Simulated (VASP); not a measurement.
# Sb (Pm-3m) in VASP: a series of runs, part 2 of 3

VASP 6.6.1. The steps go on from the part before.

### Step 3. Single point, PBEsol (volume scaled by 0.97)

Input file INCAR:

```
ALGO = Normal ; EDIFF = 1E-7
ENCUT = 520 ; GGA = PS
ISIF = 2 ; ISMEAR = -1
LASPH = True ; LCHARG = False
LREAL = False ; LWAVE = False
NBANDS = 8 ; NELM = 80
PREC = Accurate ; SIGMA = 0.05
```

Input file KPOINTS:

```
k-points
0
Gamma
  13 13 13
```

Input file POSCAR:

```
Sb
1.0
    3.1280786256      0.0000000000      0.0000000000
    0.0000000000      3.1280786256      0.0000000000
    0.0000000000      0.0000000000      3.1280786256
Sb
1
Direct
    0.0000000000      0.0000000000      0.0000000000
```

Potentials or basis: VASP PAW PBE potentials, release 64 (Sb).

Command:

```console
$ cat potpaw_PBE.64/Sb/POTCAR > POTCAR
$ mpirun -np 1 vasp_std > vasp.out
```

OUTCAR:

```text
EDIFF = 1E-7
   ENCUT = 520
   GGA = PS
   ISIF = 2
   ISMEAR = -1
   LASPH = True
   LREAL = False
   NELM = 80
   PREC = Accurate

 ion  position               nearest neighbor table
   1  0.000  0.000  0.000-

  LATTYP: Found a simple cubic cell.
 ALAT       =     3.1280786256

  Lattice vectors:

 A1 = (   3.1280786256,   0.0000000000,   0.0000000000)
 A2 = (   0.0000000000,   3.1280786256,   0.0000000000)
 A3 = (   0.0000000000,   0.0000000000,   3.1280786256)

Analysis of symmetry for initial positions (statically):
=====================================================================
 Subroutine PRICEL returns:
 Original cell was already a primitive cell.

 Routine SETGRP: Setting up the symmetry group for a
 simple cubic supercell.

 Subroutine GETGRP returns: Found 48 space group operations
 (whereof 48 operations were pure point group operations)
 out of a pool of 48 trial point group operations.

The static configuration has the point symmetry O_h .

Analysis of symmetry for dynamics (positions and initial velocities):
=====================================================================
 Subroutine PRICEL returns:
 Original cell was already a primitive cell.

 Routine SETGRP: Setting up the symmetry group for a
 simple cubic supercell.

 Subroutine GETGRP returns: Found 48 space group operations
 (whereof 48 operations were pure point group operations)
 out of a pool of 48 trial point group operations.

The dynamic configuration has the point symmetry O_h .

 Subroutine INISYM returns: Found 48 space group operations
 (whereof 48 operations are pure point group operations),
 and found     1 'primitive' translations

----------------------------------------------------------------------------------------

                                     Primitive cell

  volume of cell :      30.6079

  direct lattice vectors                    reciprocal lattice vectors
     3.128078626  0.000000000  0.000000000     0.319685059  0.000000000  0.000000000
     0.000000000  3.128078626  0.000000000     0.000000000  0.319685059  0.000000000
     0.000000000  0.000000000  3.128078626     0.000000000  0.000000000  0.319685059

  length of vectors
     3.128078626  3.128078626  3.128078626     0.319685059  0.319685059  0.319685059

  position of ions in fractional coordinates (direct lattice)
     0.000000000  0.000000000  0.000000000

  ion indices of the primitive-cell ions
   primitive index   ion index
                 1           1

----------------------------------------------------------------------------------------

 KPOINTS: k-points

Automatic generation of k-mesh.
 Grid dimensions read from file:
 generate k-points for:   13   13   13

 Generating k-lattice:

  Cartesian coordinates                     Fractional coordinates (reciprocal lattice)
     0.024591158  0.000000000  0.000000000     0.076923077  0.000000000  0.000000000
     0.000000000  0.024591158  0.000000000     0.000000000  0.076923077  0.000000000
     0.000000000  0.000000000  0.024591158     0.000000000  0.000000000  0.076923077

  Length of vectors
     0.024591158  0.024591158  0.024591158

  Shift w.r.t. Gamma in fractional coordinates (k-lattice)
     0.000000000  0.000000000  0.000000000

 Subroutine IBZKPT returns following result:
 ===========================================

 Found     84 irreducible k-points:

 Following reciprocal coordinates:
            Coordinates               Weight
  0.000000  0.000000  0.000000      1.000000
  0.076923  0.000000  0.000000      6.000000
  0.153846  0.000000  0.000000      6.000000
  0.230769  0.000000  0.000000      6.000000
  0.307692  0.000000  0.000000      6.000000
  0.384615  0.000000  0.000000      6.000000
[... 16 lines left out ...]
  0.307692  0.307692  0.000000     12.000000
  0.384615  0.307692  0.000000     24.000000
 [... further k-points ...]
   k-points           NKPTS =     84   k-points in BZ     NKDIM =     84   number of bands    NBANDS=      8
   number of dos      NEDOS =    301   number of ions     NIONS =      1
   total plane-waves  NPLWV =  13824
   dimension x,y,z NGX =    24 NGY =   24 NGZ =   24
   dimension x,y,z NGXF=    48 NGYF=   48 NGZF=   48
   ions per type =               1
   NGX,Y,Z   is equivalent  to a cutoff of  12.76, 12.76, 12.76 a.u.
   NGXF,Y,Z  is equivalent  to a cutoff of  25.51, 25.51, 25.51 a.u.
 SYSTEM =  unknown system
   PREC   = accura    normal or accurate (medium, high low for compatibility)
   ISTART =      0    job   : 0-new  1-cont  2-samecut
   ICHARG =      2    charge: 1-file 2-atom 10-const
   ISPIN  =      1    spin polarized calculation?
   LNONCOLLINEAR =      F non collinear calculations
   LSORBIT =      F    spin-orbit coupling
   LASPH  =      T    aspherical Exc in radial PAW
   ENCUT  =  520.0 eV  38.22 Ry    6.18 a.u.   5.82  5.82  5.82*2*pi/ulx,y,z
   NELM   =     80;   NELMIN=  2; NELMDL= -5     # of ELM steps
   EDIFF  = 0.1E-06   stopping-criterion for ELM
   LREAL  =      F    real-space projection
   EDIFFG = 0.1E-05   stopping-criterion for IOM
   NSW    =      0    number of steps for IOM
   IBRION =     -1    ionic relax: 0-MD 1-quasi-New 2-CG
   NFREE  =      0    steps in history (QN), initial steepest desc. (CG)
   ISIF   =      2    stress and relaxation
   ISYM   =      2    0-nonsym 1-usesym 2-fastsym
   POTIM  = 0.5000    time-step for ionic-motion
   TEBEG  =    0.0;   TEEND  =   0.0 temperature during run
   PSTRESS=    0.0 pullay stress
   NELECT =       5.0000    total number of electrons
   NUPDOWN=      -1.0000    fix difference up-down
   EMIN   =  10.00;   EMAX   =-10.00  energy-range for DOS
[... 5 lines left out ...]
     AMIX     =   0.40;   BMIX     =  1.00
     AMIX_MAG =   1.60;   BMIX_MAG =  1.00
  volume/ion in A,a.u.               =      30.61       206.55
  Fermi-wavevector in a.u.,A,eV,Ry     =   0.894926  1.691165 10.896807  0.800893
  Thomas-Fermi vector in A             =   2.017193
   LORBIT       =      0    0 simple, 1 ext, 2 COOP (PROOUT), +10 PAW based schemes
   GGA     = PS    functional components
   LHFCALC =     F    Hartree Fock is set to
   AEXX    =    0.0000 exact exchange contribution
   IVDW    =     0    specifies the selected vdW correction
   LEPSILON=     F    determine dielectric tensor
   LRPA    =     F    only Hartree local field effects (RPA)
 non-spin polarized calculation
  energy-cutoff  :      520.00
  volume of cell :       30.61
 maximum number of plane-waves:       840
 NGX is ok and might be reduce to    24
   NGX = 11   NGY = 11   NGZ = 11

 number of electron       5.0000000 magnetization

 Free energy of the ion-electron system (eV)
  ---------------------------------------------------
  ext. energy  EPLUGINS =         0.00000000
  ---------------------------------------------------
  free energy    TOTEN  =        -4.52660655 eV

  energy without entropy =       -4.52378314  energy(sigma->0) =       -4.52519484

 E-fermi :   6.7209     XC(G=0):  -9.6461

 val. band max:        6.6930117025   @ k =   0.3077   0.2308   0.1538
 cond. band min:       6.7792863381   @ k =   0.3846   0.3077   0.3077
 fundamental gap:      0.0862746357
 Fermi energy:         6.7208536640

 k-point     1 :       0.0000    0.0000    0.0000
  band No.  band energies     occupation
      1      -5.5384      2.00000
      2       9.8621      0.00000
      3       9.8621      0.00000
      4       9.8621      0.00000
      5      13.5904      0.00000
      6      13.5904      0.00000
      7      14.6453      0.00000
      8      24.2483      0.00000

 k-point     2 :       0.0769    0.0000    0.0000
  band No.  band energies     occupation
      1      -5.4549      2.00000
      2       8.8270      0.00000
      3       9.9440      0.00000
      4       9.9440      0.00000
      5      13.6580      0.00000
      6      14.1417      0.00000
      7      15.3186      0.00000
      8      23.4479      0.00000

 k-point     3 :       0.1538    0.0000    0.0000
  band No.  band energies     occupation
      1      -5.2071      2.00000
      2       7.0033      0.00702
      3      10.1821      0.00000
      4      10.1821      0.00000
      5      13.8594      0.00000
      6      14.5166      0.00000
      7      17.3189      0.00000
      8      22.1373      0.00000
[... 210 lines left out ...]
 k-point    23 :       0.3077    0.3077    0.0000
  band No.  band energies     occupation
      1      -3.0142      2.00000
      2       4.5205      2.00000
      3       4.9082      2.00000
      4      12.1614      0.00000
      5      12.6801      0.00000
      6      16.2942      0.00000
      7      20.4468      0.00000
      8      20.6684      0.00000

 k-point    24 :       0.3846    0.3077    0.0000
  band No.  band energies     occupation
      1      -2.4302      2.00000
      2       3.3423      2.00000
      3       5.2332      2.00000
      4      11.5371      0.00000
      5      12.6112      0.00000
      6      16.9047      0.00000
      7      19.6308      0.00000
      8      19.9691      0.00000

 [... further k-points ...]
[... 5 lines left out ...]
  --------------------------------------------------------------------------------------
  -------------------------------------------------------------------------------------
  Total       -0.6773653     -0.6773653     -0.6773653     -0.0000000     -0.0000000      0.0000000
  in kB      -35.4568806    -35.4568806    -35.4568806     -0.0000000     -0.0000000      0.0000000
  external PRESSURE =     -35.4568806 kB  Pullay stress =       0.0000000 kB

 VOLUME and BASIS-vectors are now :
 -----------------------------------------------------------------------------
  energy-cutoff  :      520.00
  volume of cell :       30.61
      direct lattice vectors                 reciprocal lattice vectors
     3.128078626  0.000000000  0.000000000     0.319685059  0.000000000  0.000000000
     0.000000000  3.128078626  0.000000000     0.000000000  0.319685059  0.000000000
     0.000000000  0.000000000  3.128078626     0.000000000  0.000000000  0.319685059

 POSITION                                       TOTAL-FORCE (eV/Angst)
 -----------------------------------------------------------------------------------
      0.00000      0.00000      0.00000         0.000000      0.000000      0.000000
 -----------------------------------------------------------------------------------
    total drift:                               -0.000000      0.000000      0.000000

  FREE ENERGIE OF THE ION-ELECTRON SYSTEM (eV)
  ---------------------------------------------------
  free  energy   TOTEN  =        -4.5266065513 eV

  energy  without entropy=       -4.5237831386  energy(sigma->0) =       -4.52519484
```

OSZICAR:

```text
N       E                     dE             d eps       ncg     rms          rms(c)
DAV:   1     0.550101246895E+01    0.55010E+01   -0.16200E+03  1344   0.405E+02
DAV:   2    -0.439488091810E+01   -0.98959E+01   -0.93224E+01  1912   0.524E+01
DAV:   3    -0.452742465998E+01   -0.13254E+00   -0.13248E+00  1496   0.702E+00
DAV:   4    -0.452806506389E+01   -0.64040E-03   -0.64040E-03  2152   0.611E-01
DAV:   5    -0.452806699221E+01   -0.19283E-05   -0.19286E-05  1704   0.205E-02    0.177E+00
DAV:   6    -0.452723188842E+01    0.83510E-03   -0.53138E-04  1824   0.139E-01    0.104E+00
DAV:   7    -0.452659906841E+01    0.63282E-03   -0.12666E-03  1456   0.209E-01    0.621E-02
DAV:   8    -0.452660578514E+01   -0.67167E-05   -0.36340E-05  1872   0.406E-02    0.536E-03
DAV:   9    -0.452660666614E+01   -0.88100E-06   -0.75002E-07  1888   0.622E-03    0.170E-03
DAV:  10    -0.452660651244E+01    0.15370E-06   -0.19536E-07  1736   0.230E-03    0.335E-04
DAV:  11    -0.452660655133E+01   -0.38894E-07   -0.22134E-09  1000   0.315E-04
   1 F= -.45266066E+01 E0= -.45251948E+01  d E =-.282341E-02
```

It took 4.4 s on 1 thread of Intel Xeon 6975P-C (Granite Rapids), shared host; peak memory 0.14 GiB.

What came out:

* Free energy: -4.5266 eV
* Pressure: -3.5 GPa

Caveat: the PAW data sets were made with another functional, which shifts forces and pressure a little; spin-orbit coupling is left out, which moves the levels of the heavy elements.

### Step 4. Single point, PBEsol (volume scaled by 0.98)

Input file INCAR:

```
PREC = Accurate ; ENCUT = 520
EDIFF = 1E-6 ; ISMEAR = -1
SIGMA = 0.05 ; LREAL = False
LASPH = True ; NELM = 80
ALGO = Normal ; ISIF = 2
LWAVE = False ; LCHARG = True
GGA = PS ; LELF = True
LVHAR = True ; NBANDS = 8
```

Input file KPOINTS:

```
regular mesh
0
Gamma
  13 13 13
```

Input file POSCAR:

```
Sb
1.0
    3.1387913073      0.0000000000      0.0000000000
    0.0000000000      3.1387913073      0.0000000000
    0.0000000000      0.0000000000      3.1387913073
Sb
1
Direct
    0.0000000000      0.0000000000      0.0000000000
```

Potentials or basis: VASP PAW PBE potentials, release 64 (Sb).

Command:

```console
$ cat potpaw_PBE.64/Sb/POTCAR > POTCAR
$ mpirun -np 1 vasp_std > vasp.out
```

OUTCAR:

```text
PREC = Accurate
   ENCUT = 520
   EDIFF = 1E-6
   ISMEAR = -1
   LREAL = False
   LASPH = True
   NELM = 80
   ISIF = 2
   GGA = PS

 ion  position               nearest neighbor table
   1  0.000  0.000  0.000-

  LATTYP: Found a simple cubic cell.
 ALAT       =     3.1387913073

  Lattice vectors:

 A1 = (   3.1387913073,   0.0000000000,   0.0000000000)
[... 190 lines left out ...]
      7      14.4578      0.00000
      8      24.0639      0.00000
[... 243 lines left out ...]
 k-point    24 :       0.3846    0.3077    0.0000
  band No.  band energies     occupation
      1      -2.5210      2.00000
      2       3.2585      2.00000
      3       5.1227      2.00000
      4      11.4218      0.00000
      5      12.4148      0.00000
      6      16.7390      0.00000
      7      19.4609      0.00000
      8      19.8052      0.00000

 [... further k-points ...]
[... 5 lines left out ...]
  --------------------------------------------------------------------------------------
  -------------------------------------------------------------------------------------
  Total       -0.7756977     -0.7756977     -0.7756977     -0.0000000     -0.0000000      0.0000000
  in kB      -40.1897921    -40.1897921    -40.1897921     -0.0000000     -0.0000000      0.0000000
  external PRESSURE =     -40.1897921 kB  Pullay stress =       0.0000000 kB

 VOLUME and BASIS-vectors are now :
 -----------------------------------------------------------------------------
  energy-cutoff  :      520.00
  volume of cell :       30.92
      direct lattice vectors                 reciprocal lattice vectors
     3.138791307  0.000000000  0.000000000     0.318593975  0.000000000  0.000000000
     0.000000000  3.138791307  0.000000000     0.000000000  0.318593975  0.000000000
     0.000000000  0.000000000  3.138791307     0.000000000  0.000000000  0.318593975

 POSITION                                       TOTAL-FORCE (eV/Angst)
 -----------------------------------------------------------------------------------
      0.00000      0.00000      0.00000         0.000000      0.000000      0.000000
 -----------------------------------------------------------------------------------
    total drift:                               -0.000000      0.000000      0.000000

  FREE ENERGIE OF THE ION-ELECTRON SYSTEM (eV)
  ---------------------------------------------------
  free  energy   TOTEN  =        -4.5191567105 eV

  energy  without entropy=       -4.5162589850  energy(sigma->0) =       -4.51770785
```

OSZICAR:

```text
N       E                     dE             d eps       ncg     rms          rms(c)
DAV:   1     0.455095488441E+01    0.45510E+01   -0.16409E+03  1352   0.407E+02
DAV:   2    -0.440395233605E+01   -0.89549E+01   -0.86898E+01  1920   0.508E+01
DAV:   3    -0.452000147296E+01   -0.11605E+00   -0.11594E+00  1592   0.655E+00
DAV:   4    -0.452054331212E+01   -0.54184E-03   -0.54184E-03  2104   0.539E-01
DAV:   5    -0.452054544068E+01   -0.21286E-05   -0.21282E-05  1664   0.216E-02    0.174E+00
DAV:   6    -0.451974441207E+01    0.80103E-03   -0.61403E-04  1720   0.144E-01    0.102E+00
DAV:   7    -0.451914974265E+01    0.59467E-03   -0.14287E-03  1504   0.215E-01    0.627E-02
DAV:   8    -0.451915582988E+01   -0.60872E-05   -0.40588E-05  1904   0.426E-02    0.554E-03
DAV:   9    -0.451915671046E+01   -0.88058E-06   -0.77224E-07  1816   0.638E-03
   1 F= -.45191567E+01 E0= -.45177078E+01  d E =-.289773E-02
```

Wall time 4 s (1 thread of Intel Xeon 6975P-C (Granite Rapids), shared host); peak memory 0.14 GiB.

What came out:

```
Free energy : -4.5192 eV
Pressure    : -4.0 GPa
```

Caveat: the PAW data sets were made with another functional, which shifts forces and pressure a little; spin-orbit coupling is left out, which moves the levels of the heavy elements.

(Continued in part 3 of 3.)
